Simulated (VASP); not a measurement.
Input of a VASP 6.6.1 run:

The input INCAR:

```
SYSTEM = V
PREC = Accurate
ENCUT = 500
EDIFF = 1E-6
ISMEAR = 0
SIGMA = 0.1
LREAL = .FALSE.
LASPH = .TRUE.
NELM = 200
ALGO = Normal
ISIF = 2
LWAVE = .FALSE.
LCHARG = .FALSE.
ISPIN = 2
MAGMOM = 2
LORBIT = 11
LMAXMIX = 4
GGA = PE
NBANDS = 16
GGA_COMPAT = .FALSE.
```

File KPOINTS:

```
regular mesh
0
G
  8 8 8
  0 0 0
```

Contents of POSCAR:

```
V
1.0
   -1.5143500000      1.5143500000      1.5143500000
    1.5143500000     -1.5143500000      1.5143500000
    1.5143500000      1.5143500000     -1.5143500000
V
1
Direct
    0.0000000000      0.0000000000      0.0000000000
```

Potentials or basis: VASP PAW PBE potentials, release 64 (V_sv).

Command:

```console
$ cat potpaw_PBE.64/V_sv/POTCAR > POTCAR
$ mpirun -np 1 vasp_std > vasp.out
```

**Question.** Predict the pressure.

**Answer.** -6.4 GPa.

**Question.** Estimate the net moment.

**Answer.** 0.00 μB per cell.

Caveat: the k points lie up to 0.37 Å⁻¹ apart.
